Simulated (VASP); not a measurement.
**Sr4HfO: single point with PBE**

The system is Sr4HfO.

```
Sr Hf O
1.0
     5.85343    0.00000    0.00000
    -2.92672    5.06922    0.00000
     0.00000    0.00000    6.84655
Sr Hf O
4 1 1
Direct
  0.33333 0.66667 0.25553
  0.66667 0.33333 0.25553
  0.66667 0.33333 0.74447
  0.33333 0.66667 0.74447
  0.00000 0.00000 0.50000
  0.00000 0.00000 0.00000
```

The cell was built from a structure type or drawn by symmetry, and may not be a known phase.

```yaml
Program: VASP 6.6.1
Task: single point
Functional: PBE
Potentials_or_basis: VASP PAW PBE potentials, release 64 (Sr_sv, Hf_pv, O)
Cutoff: 520 eV
k_mesh: 3 × 3 × 4
Occupations: gaussian, width 0.1 eV
Spin: no spin polarisation
Dipole_correction: no
Further_INCAR_settings: ALGO = Normal; EDIFF = 1e-07; NBANDS = 37
```

* Pressure: -0.1 GPa
* Largest force: 0.022 eV/Å
* Band gap on the k mesh: zero (bands 28 and 29 overlap by 0.28 eV)

Forces on the atoms (eV/Å):
```
Sr   0.000  0.000 -0.022
Sr   0.000  0.000 -0.022
Sr   0.000  0.000  0.022
Sr   0.000  0.000  0.022
Hf   0.000  0.000  0.000
O    0.000  0.000  0.000
```

Stress tensor (GPa, compression positive):
```
-0.23  0.00  0.00
 0.00 -0.23  0.00
 0.00  0.00  0.11
```

Levels at points of the mesh, in eV from the Fermi level:
```
           k point  band 25  band 26  band 27  band 28  band 29  band 30  band 31  band 32
(0.00, 0.00, 0.00)    -0.84    -0.84    -0.28    -0.04    -0.04     0.12     0.20     0.63
(0.00, 0.00, 0.50)    -1.82    -0.61    -0.61     0.22     0.22     0.49     0.49     0.93
```

Run time: 60 s on 1 thread of Intel(R) Xeon(R) 6975P-C (Granite Rapids), on a shared host, peak memory 0.38 GiB.

Caveat: the k points lie up to 0.41 Å⁻¹ apart; spin-orbit coupling is left out, which moves the levels of the heavy elements.
